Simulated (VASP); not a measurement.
# SrTiO3 (Tausonite) (Pm-3m) in VASP: electric field gradients with PBE

Aim: the electric field gradients of SrTiO3 (Tausonite) with PBE.

Program: VASP 6.6.1. These are calculated values, not measurements. Logs are shortened: lines on timing, memory, paths and dates and some standing lists are left out, and cuts for length are marked.

## (1) The cell of the first run

Symmetry: Pm-3m, No. 221, cubic system. Conventional cell: a = 3.936 Å, b = 3.936 Å, c = 3.936 Å, α = 90.00°, β = 90.00°, γ = 90.00°. Sr (site symmetry m-3m) has 12 O at 2.78 Å and 8 Ti at 3.41 Å within 3.7 Å. Within 2.6 Å of Ti (site symmetry m-3m) lie 6 O at 1.97 Å. Within 2.6 Å of O (site symmetry 4/mmm) lie 2 Ti at 1.97 Å.

## (2) Electric field gradients, PBE

INCAR

```
SYSTEM = SrTiO3
PREC = Accurate
ENCUT = 520
EDIFF = 1E-8
ISMEAR = 0
SIGMA = 0.01
LREAL = .False.
LASPH = .True.
NELM = 100
ALGO = Normal
ISIF = 2
LWAVE = .False.
LCHARG = .False.
GGA = PE
LEFG = .True.
NBANDS = 28
```

KPOINTS

```
Automatic mesh
0
Gamma
  8 8 8
  0 0 0
```

POSCAR

```
SrTiO3
1.0
    3.9364041143      0.0000000000      0.0000000000
    0.0000000000      3.9364041143      0.0000000000
    0.0000000000      0.0000000000      3.9364041143
Sr Ti O
1 1 3
Direct
    0.5000000000      0.5000000000      0.5000000000
    0.0000000000      0.0000000000      0.0000000000
    0.5000000000      0.0000000000      0.0000000000
    0.0000000000      0.5000000000      0.0000000000
    0.0000000000      0.0000000000      0.5000000000
```

Potentials or basis: VASP PAW PBE potentials, release 64 (Sr_sv, Ti_sv, O).

Started as:

```console
cat potpaw_PBE.64/Sr_sv/POTCAR potpaw_PBE.64/Ti_sv/POTCAR potpaw_PBE.64/O/POTCAR > POTCAR
mpirun -np 1 vasp_std > vasp.out
```

OUTCAR:

```text
SYSTEM = SrTiO3
   PREC = Accurate
   ENCUT = 520
   EDIFF = 1E-8
   ISMEAR = 0
   LREAL = .False.
   LASPH = .True.
   NELM = 100
   ISIF = 2
   GGA = PE

 ion  position               nearest neighbor table
   1  0.500  0.500  0.500-   3 2.78   4 2.78   5 2.78   3 2.78   4 2.78   3 2.78   5 2.78   3 2.78
                             4 2.78   5 2.78   4 2.78   5 2.78   2 3.41   2 3.41   2 3.41   2 3.41
   2  0.000  0.000  0.000-   3 1.97   4 1.97   5 1.97   5 1.97   4 1.97   3 1.97   1 3.41   1 3.41
                             1 3.41   1 3.41   1 3.41   1 3.41   1 3.41   1 3.41
   3  0.500  0.000  0.000-   2 1.97   2 1.97   1 2.78   1 2.78   1 2.78   1 2.78
   4  0.000  0.500  0.000-   2 1.97   2 1.97   1 2.78   1 2.78   1 2.78   1 2.78
   5  0.000  0.000  0.500-   2 1.97   2 1.97   1 2.78   1 2.78   1 2.78   1 2.78

  LATTYP: Found a simple cubic cell.
 ALAT       =     3.9364041143

  Lattice vectors:

 A1 = (   3.9364041143,   0.0000000000,   0.0000000000)
 A2 = (   0.0000000000,   3.9364041143,   0.0000000000)
 A3 = (   0.0000000000,   0.0000000000,   3.9364041143)

Analysis of symmetry for initial positions (statically):
=====================================================================
 Subroutine PRICEL returns:
 Original cell was already a primitive cell.

 Routine SETGRP: Setting up the symmetry group for a
 simple cubic supercell.

 Subroutine GETGRP returns: Found 48 space group operations
 (whereof 48 operations were pure point group operations)
 out of a pool of 48 trial point group operations.

The static configuration has the point symmetry O_h .

Analysis of symmetry for dynamics (positions and initial velocities):
=====================================================================
 Subroutine PRICEL returns:
 Original cell was already a primitive cell.

 Routine SETGRP: Setting up the symmetry group for a
 simple cubic supercell.

 Subroutine GETGRP returns: Found 48 space group operations
 (whereof 48 operations were pure point group operations)
 out of a pool of 48 trial point group operations.

The dynamic configuration has the point symmetry O_h .

 Subroutine INISYM returns: Found 48 space group operations
 (whereof 48 operations are pure point group operations),
 and found     1 'primitive' translations

----------------------------------------------------------------------------------------

                                     Primitive cell

  volume of cell :      60.9957

  direct lattice vectors                    reciprocal lattice vectors
     3.936404114  0.000000000  0.000000000     0.254038958  0.000000000  0.000000000
     0.000000000  3.936404114  0.000000000     0.000000000  0.254038958  0.000000000
     0.000000000  0.000000000  3.936404114     0.000000000  0.000000000  0.254038958

  length of vectors
     3.936404114  3.936404114  3.936404114     0.254038958  0.254038958  0.254038958

  position of ions in fractional coordinates (direct lattice)
     0.500000000  0.500000000  0.500000000
     0.000000000  0.000000000  0.000000000
     0.500000000  0.000000000  0.000000000
     0.000000000  0.500000000  0.000000000
     0.000000000  0.000000000  0.500000000

  ion indices of the primitive-cell ions
   primitive index   ion index
                 1           1
                 2           2
                 3           3
                 4           4
                 5           5

----------------------------------------------------------------------------------------

 KPOINTS: Automatic mesh

Automatic generation of k-mesh.
 Grid dimensions read from file:
 generate k-points for:    8    8    8

 Generating k-lattice:

  Cartesian coordinates                     Fractional coordinates (reciprocal lattice)
     0.031754870  0.000000000  0.000000000     0.125000000  0.000000000  0.000000000
     0.000000000  0.031754870  0.000000000     0.000000000  0.125000000  0.000000000
     0.000000000  0.000000000  0.031754870     0.000000000  0.000000000  0.125000000

  Length of vectors
     0.031754870  0.031754870  0.031754870

  Shift w.r.t. Gamma in fractional coordinates (k-lattice)
     0.000000000  0.000000000  0.000000000

 Subroutine IBZKPT returns following result:
 ===========================================

 Found     35 irreducible k-points:

 Following reciprocal coordinates:
            Coordinates               Weight
  0.000000  0.000000  0.000000      1.000000
  0.125000  0.000000  0.000000      6.000000
  0.250000  0.000000  0.000000      6.000000
  0.375000  0.000000  0.000000      6.000000
  0.500000  0.000000  0.000000      3.000000
  0.125000  0.125000  0.000000     12.000000
[... 16 lines left out ...]
  0.375000  0.375000  0.125000     24.000000
  0.500000  0.375000  0.125000     24.000000
 [... further k-points ...]
   k-points           NKPTS =     35   k-points in BZ     NKDIM =     35   number of bands    NBANDS=     28
   number of dos      NEDOS =    301   number of ions     NIONS =      5
   total plane-waves  NPLWV =  27000
   dimension x,y,z NGX =    30 NGY =   30 NGZ =   30
   dimension x,y,z NGXF=    60 NGYF=   60 NGZF=   60
   ions per type =               1   1   3
   NGX,Y,Z   is equivalent  to a cutoff of  12.67, 12.67, 12.67 a.u.
   NGXF,Y,Z  is equivalent  to a cutoff of  25.34, 25.34, 25.34 a.u.
 SYSTEM =  SrTiO3
   PREC   = accura    normal or accurate (medium, high low for compatibility)
   ISTART =      0    job   : 0-new  1-cont  2-samecut
   ICHARG =      2    charge: 1-file 2-atom 10-const
   ISPIN  =      1    spin polarized calculation?
   LNONCOLLINEAR =      F non collinear calculations
   LSORBIT =      F    spin-orbit coupling
   LASPH  =      T    aspherical Exc in radial PAW
   ENCUT  =  520.0 eV  38.22 Ry    6.18 a.u.   7.32  7.32  7.32*2*pi/ulx,y,z
   NELM   =    100;   NELMIN=  2; NELMDL= -5     # of ELM steps
   EDIFF  = 0.1E-07   stopping-criterion for ELM
   LREAL  =      F    real-space projection
   EDIFFG = 0.1E-06   stopping-criterion for IOM
   NSW    =      0    number of steps for IOM
   IBRION =     -1    ionic relax: 0-MD 1-quasi-New 2-CG
   NFREE  =      0    steps in history (QN), initial steepest desc. (CG)
   ISIF   =      2    stress and relaxation
   ISYM   =      2    0-nonsym 1-usesym 2-fastsym
   POTIM  = 0.5000    time-step for ionic-motion
   TEBEG  =    0.0;   TEEND  =   0.0 temperature during run
   PSTRESS=    0.0 pullay stress
   NELECT =      40.0000    total number of electrons
   NUPDOWN=      -1.0000    fix difference up-down
   EMIN   =  10.00;   EMAX   =-10.00  energy-range for DOS
   EFERMI =   0.00;   METHOD = LEGACY
   ISMEAR =     0;   SIGMA  =   0.01  broadening in eV -4-tet -1-fermi 0-gaus
   EFERMI_NEDOS =   21; number of points for ismear=-14 and -15
   IALGO  =     38    algorithm
   IMIX   =      4    mixing-type and parameters
     AMIX     =   0.40;   BMIX     =  1.00
     AMIX_MAG =   1.60;   BMIX_MAG =  1.00
  volume/ion in A,a.u.               =      12.20        82.32
  Fermi-wavevector in a.u.,A,eV,Ry     =   1.422313  2.687782 27.524232  2.022974
  Thomas-Fermi vector in A             =   2.543030
   LORBIT       =      0    0 simple, 1 ext, 2 COOP (PROOUT), +10 PAW based schemes
   GGA     = PE    functional components
   LHFCALC =     F    Hartree Fock is set to
   AEXX    =    0.0000 exact exchange contribution
   IVDW    =     0    specifies the selected vdW correction
   LEPSILON=     F    determine dielectric tensor
   LRPA    =     F    only Hartree local field effects (RPA)
 non-spin polarized calculation
 Gauss-broadening in eV      SIGMA  =   0.01
  energy-cutoff  :      520.00
  volume of cell :       61.00
 maximum number of plane-waves:      1671
 NGX is ok and might be reduce to    30
   NGX = 15   NGY = 15   NGZ = 15

 number of electron      39.9999990 magnetization

 Free energy of the ion-electron system (eV)
  ---------------------------------------------------
  ext. energy  EPLUGINS =         0.00000000
  ---------------------------------------------------
  free energy    TOTEN  =       -40.10326419 eV

  energy without entropy =      -40.10326419  energy(sigma->0) =      -40.10326419

 E-fermi :   4.1509     XC(G=0): -11.1444

 val. band max:        3.9704175427   @ k =   0.5000   0.5000   0.5000
 cond. band min:       5.7816522364   @ k =   0.0000   0.0000   0.0000
 fundamental gap:      1.8112346936
 Fermi energy:         4.1509425108

 k-point     1 :       0.0000    0.0000    0.0000
  band No.  band energies     occupation
      1     -52.5923      2.00000
      2     -28.8943      2.00000
      3     -28.8234      2.00000
      4     -28.8234      2.00000
      5     -28.8234      2.00000
      6     -13.3706      2.00000
[... 20 lines left out ...]
     27       9.3473      0.00000
     28       9.9715      0.00000

 k-point     2 :       0.1250    0.0000    0.0000
  band No.  band energies     occupation
      1     -52.5922      2.00000
      2     -28.9109      2.00000
      3     -28.8230      2.00000
      4     -28.8230      2.00000
      5     -28.8130      2.00000
      6     -13.3762      2.00000
[... 20 lines left out ...]
     27       9.6151      0.00000
     28      10.3398      0.00000

 k-point     3 :       0.2500    0.0000    0.0000
  band No.  band energies     occupation
      1     -52.5917      2.00000
      2     -28.9432      2.00000
      3     -28.8221      2.00000
      4     -28.8221      2.00000
      5     -28.7956      2.00000
      6     -13.4359      2.00000
[... 616 lines left out ...]
      3     -28.8754      2.00000
      4     -28.8301      2.00000
      5     -28.8175      2.00000
      6     -12.9781      2.00000
[... 20 lines left out ...]
     27      12.0377      0.00000
     28      12.4836      0.00000

 k-point    24 :       0.5000    0.3750    0.1250
  band No.  band energies     occupation
      1     -52.5897      2.00000
      2     -28.9094      2.00000
      3     -28.8751      2.00000
      4     -28.8318      2.00000
      5     -28.8281      2.00000
      6     -12.8920      2.00000
[... 20 lines left out ...]
     27      12.0931      0.00000
     28      12.5842      0.00000

 [... further k-points ...]

------------------------ aborting loop because EDIFF is reached ----------------------------------------

  FORCE on cell =-STRESS in cart. coord.  units (eV):
  Direction    XX          YY          ZZ          XY          YZ          ZX
  --------------------------------------------------------------------------------------
  -------------------------------------------------------------------------------------
  Total        0.2361636      0.2361636      0.2361636      0.0000000     -0.0000000     -0.0000000
  in kB        6.2033247      6.2033247      6.2033247      0.0000000     -0.0000000     -0.0000000
  external PRESSURE =       6.2033247 kB  Pullay stress =       0.0000000 kB

 VOLUME and BASIS-vectors are now :
 -----------------------------------------------------------------------------
  energy-cutoff  :      520.00
  volume of cell :       61.00
      direct lattice vectors                 reciprocal lattice vectors
     3.936404114  0.000000000  0.000000000     0.254038958  0.000000000  0.000000000
     0.000000000  3.936404114  0.000000000     0.000000000  0.254038958  0.000000000
     0.000000000  0.000000000  3.936404114     0.000000000  0.000000000  0.254038958

 POSITION                                       TOTAL-FORCE (eV/Angst)
 -----------------------------------------------------------------------------------
      1.96820      1.96820      1.96820         0.000000      0.000000      0.000000
      0.00000      0.00000      0.00000         0.000000      0.000000      0.000000
      1.96820      0.00000      0.00000         0.000000      0.000000      0.000000
      0.00000      1.96820      0.00000         0.000000      0.000000      0.000000
      0.00000      0.00000      1.96820         0.000000      0.000000      0.000000
 -----------------------------------------------------------------------------------
    total drift:                                0.000000     -0.000000      0.000000

  FREE ENERGIE OF THE ION-ELECTRON SYSTEM (eV)
  ---------------------------------------------------
  free  energy   TOTEN  =       -40.1032641870 eV

  energy  without entropy=      -40.1032641870  energy(sigma->0) =      -40.10326419

 Electric field gradients (V/A^2)
---------------------------------------------------------------------
 ion       V_xx      V_yy      V_zz      V_xy      V_xz      V_yz
---------------------------------------------------------------------
   1       0.000    -0.000     0.000     0.000    -0.000     0.000
   2       0.000    -0.000     0.000     0.000     0.000     0.000
   3      13.846    -6.923    -6.923    -0.000     0.000     0.000
   4      -6.923    13.846    -6.923    -0.000    -0.000     0.000
   5      -6.923    -6.923    13.846    -0.000     0.000     0.000
---------------------------------------------------------------------

 Electric field gradients after diagonalization (V/A^2)
 (convention: |V_zz| > |V_xx| > |V_yy|)
----------------------------------------------------------------------
 ion       V_xx      V_yy      V_zz     asymmetry (V_yy - V_xx)/ V_zz
----------------------------------------------------------------------
   1       0.000    -0.000     0.000      -0.313
   2       0.000    -0.000     0.000      -0.716
   3      -6.923    -6.923    13.846       0.000
   4      -6.923    -6.923    13.846       0.000
   5      -6.923    -6.923    13.846       0.000
----------------------------------------------------------------------

           NMR quadrupolar parameters

 Cq : quadrupolar parameter    Cq=e*Q*V_zz/h
 eta: asymmetry parameters     (V_yy - V_xx)/ V_zz
 Q  : nuclear electric quadrupole moment in mb (millibarn)
----------------------------------------------------------------------
 ion       Cq(MHz)       eta       Q (mb)
----------------------------------------------------------------------
   1       0.000      -0.313       1.000
   2       0.000      -0.716       1.000
   3       0.033       0.000       1.000
   4       0.033       0.000       1.000
   5       0.033       0.000       1.000
----------------------------------------------------------------------
```

It took 36 s on 1 thread of Intel Xeon 6975P-C (Granite Rapids), shared host; peak memory 0.2 GiB.

Results:

```
Free energy            : -40.1033 eV
Pressure               : 0.6 GPa
Band gap on the k mesh : 1.81 eV, indirect (least direct gap 2.18 eV)
```

Electric field gradients, principal values (V/Å²):
| atom | least | middle | greatest (by size) |
| --- | --- | --- | --- |
| 1 Sr | 0.000 | 0.000 | 0.000 |
| 2 Ti | 0.000 | 0.000 | 0.000 |
| 3 O | -6.923 | -6.923 | 13.846 |
| 4 O | -6.923 | -6.923 | 13.846 |
| 5 O | -6.923 | -6.923 | 13.846 |

Caveat: without QUAD_EFG the Cq values of the log hold for a quadrupole moment of 1 mb, not for the nuclei. A k mesh can miss the band edges.
